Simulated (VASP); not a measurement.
A run of VASP 6.6.1 is set up as follows.

Contents of INCAR:

```
  PREC = Accurate
  ENCUT = 520
  EDIFF = 1E-6
  ISMEAR = 0
  SIGMA = 0.1
  LREAL = F
  LASPH = T
  NELM = 80
  ALGO = Normal
  ISIF = 2
  LWAVE = F
  LCHARG = F
  GGA = PE
  NBANDS = 24
```

File KPOINTS:

```
regular mesh
0
Gamma
  16 16 10
```

POSCAR

```
ScTiN2
1.0
    3.0952150864      0.0000000000      0.0000000000
    0.0000000000      3.0952150864      0.0000000000
    0.0000000000      0.0000000000      4.3564080323
Sc Ti N
1 1 2
Direct
    0.5000000000      0.5000000000      0.5000000000
    0.0000000000      0.0000000000      0.0000000000
    0.0000000000      0.0000000000      0.5000000000
    0.5000000000      0.5000000000      0.0000000000
```

Potentials or basis: VASP PAW PBE potentials, release 64 (Sc_sv, Ti_sv, N).

Run with:

```bash
$ cat potpaw_PBE.64/Sc_sv/POTCAR potpaw_PBE.64/Ti_sv/POTCAR potpaw_PBE.64/N/POTCAR > POTCAR
$ mpirun -np 1 vasp_std > vasp.out
```

**Question.** Predict the pressure.

**Answer.** 0.9 GPa.

**Question.** What does it give for the band gap on the k mesh?

**Answer.** Zero (an odd number of electrons rules out a gap without spin polarisation).
